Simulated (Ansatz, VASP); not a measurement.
## MgO: VASP beside Ansatz

```
Mg O
1.0
     0.00000    2.10349    2.10349
     2.10349    0.00000    2.10349
     2.10349    2.10349    0.00000
Mg O
1 1
Direct
  0.00000 0.00000 0.00000
  0.50000 0.50000 0.50000
```

Alike in both runs: task single point; functional PBEsol; k mesh 8 × 8 × 8; occupations gaussian, width 0.05 eV; no spin polarisation.

|  | VASP | Ansatz |
| --- | --- | --- |
| version | VASP 6.6.1 | Ansatz 0.2.0 |
| potentials or method | VASP PAW PBE potentials, release 64 (Mg, O), cutoff 600 eV | scalar-relativistic, plane waves, PAW |
| valence electrons in the cell | 8 | 16 |

|  | VASP | Ansatz | Ansatz less VASP |
| --- | --- | --- | --- |
| gap on the k mesh at the Fermi level (eV) | 4.67 | 4.67 | -0.002 |
| least direct gap on the mesh (eV) | 4.67 | 4.67 | -0.002 |
| pressure (GPa) | 0.1 | 0.8 | +0.71 |

VASP's potentials were made for PBE, not for PBEsol. VASP's potentials hold 8 valence electrons a cell and Ansatz's 16, so a difference there can come from the potentials and not from the codes.
